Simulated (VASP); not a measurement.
A run of VASP 6.6.1:

The input INCAR:

```
PREC = Accurate
ENCUT = 520
EDIFF = 1E-6
ISMEAR = -1
SIGMA = 0.02
LREAL = F
LASPH = T
NELM = 80
ALGO = Normal
ISIF = 2
LWAVE = F
LCHARG = F
GGA = PE
NBANDS = 16
```

KPOINTS

```
regular mesh
0
Gamma
  10 10 10
```

Contents of POSCAR:

```
GaN
1.0
    0.0000000000      2.2368082798      2.2368082798
    2.2368082798      0.0000000000      2.2368082798
    2.2368082798      2.2368082798      0.0000000000
Ga N
1 1
Direct
    0.0000000000      0.0000000000      0.0000000000
    0.7500000000      0.7500000000      0.7500000000
```

Potentials or basis: VASP PAW PBE potentials, release 64 (Ga_d, N).

Command:

```sh
$ cat potpaw_PBE.64/Ga_d/POTCAR potpaw_PBE.64/N/POTCAR > POTCAR
$ mpirun -np 1 vasp_std > vasp.out
```

Hardware: 1 thread of Intel(R) Xeon(R) Platinum 8259CL CPU @ 2.50GHz (Skylake/Cascade Lake), with other jobs on the host.

Q: How long does it take, and how much memory?

A: Wall time 10 s on 1 thread of Intel(R) Xeon(R) Platinum 8259CL CPU @ 2.50GHz (Skylake/Cascade Lake) (shared host), peak memory 0.15 GiB. Counts: scf iterations 13, k points 47.
